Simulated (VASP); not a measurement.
Au: single point with PBE

Au:

```
Au
1.0
    -1.65727    1.65727    1.65727
     1.65727   -1.65727    1.65727
     1.65727    1.65727   -1.65727
Au
1
Direct
  0.00000 0.00000 0.00000
```

| Property | Result |
| --- | --- |
| Program | VASP 6.6.1 |
| Task | single point |
| Functional | PBE |
| Potentials or basis | VASP PAW PBE potentials, release 64 (Au) |
| Cutoff | 500 eV |
| k mesh | 11 × 11 × 11 |
| Occupations | gaussian, width 0.023 eV |
| Spin | no spin polarisation |

```json
{
  "Pressure": "-1.1 GPa"
}
```

Levels at points of the mesh, in eV from the Fermi level:
| k point | band 3 | band 4 | band 5 | band 6 | band 7 | band 8 | band 9 | band 10 |
| --- | --- | --- | --- | --- | --- | --- | --- | --- |
| (0.00, 0.00, 0.00) | -4.40 | -4.40 | -2.66 | -2.66 | 16.60 | 16.60 | 16.60 | 23.27 |

Wall time 14 s on 1 thread of Intel(R) Xeon(R) Platinum 8375C CPU @ 2.90GHz (Ice Lake), with other jobs on the host, peak memory 0.14 GiB.

Caveat: spin-orbit coupling is left out, which moves the levels of the heavy elements.
